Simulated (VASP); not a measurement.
Cu3Pt:

```
Cu Pt
1.0
     3.71000    0.00000    0.00000
     0.00000    3.71000    0.00000
     0.00000    0.00000    3.71000
Cu Pt
3 1
Direct
  0.00000 0.50000 0.50000
  0.50000 0.00000 0.50000
  0.50000 0.50000 0.00000
  0.00000 0.00000 0.00000
```

- Program: VASP 6.6.1
- Task: relaxation of cell and atoms
- Functional: LDA
- Potentials or basis: VASP PAW LDA potentials, release 64 (Cu_sv_GW, Pt_sv_GW)
- Cutoff: 820 eV
- k mesh: 6 × 6 × 6
- Occupations: fermi-dirac, width 0.1 eV
- Spin: no spin polarisation

At the start: pressure -12.9 GPa; volume 12.77 Å³/atom.

Question: Where does the relaxation end?

Answer: Over 8 steps the energy falls by 35.0 meV/atom and the volume is 11.95 Å³/atom (-6.4 %); space group Pm-3m (No. 221, to 0.1 Å) before and after.

Step by step:
```tsv
step	energy change (eV)	largest force (eV/Å)	pressure (GPa)	volume (Å³)
1	0.0000	0.0000	-12.86	51.06
2	0.1304	0.0000	23.94	43.86
3	-0.1398	0.0000	-0.36	47.86
4	-0.1399	0.0000	-0.50	47.79
5	-0.0758	0.0000	10.59	45.80
6	-0.1397	0.0000	0.56	47.70
7	-0.1395	0.0000	-0.81	47.95
8	-0.1399	0.0000	0.04	47.79
```

Final structure:
```
CELL_PARAMETERS angstrom
3.62904 0.00000 0.00000
0.00000 3.62904 0.00000
0.00000 0.00000 3.62904
ATOMIC_POSITIONS crystal
Cu 0.00000 0.50000 0.50000
Cu 0.50000 0.00000 0.50000
Cu 0.50000 0.50000 0.00000
Pt 0.00000 0.00000 0.00000
```
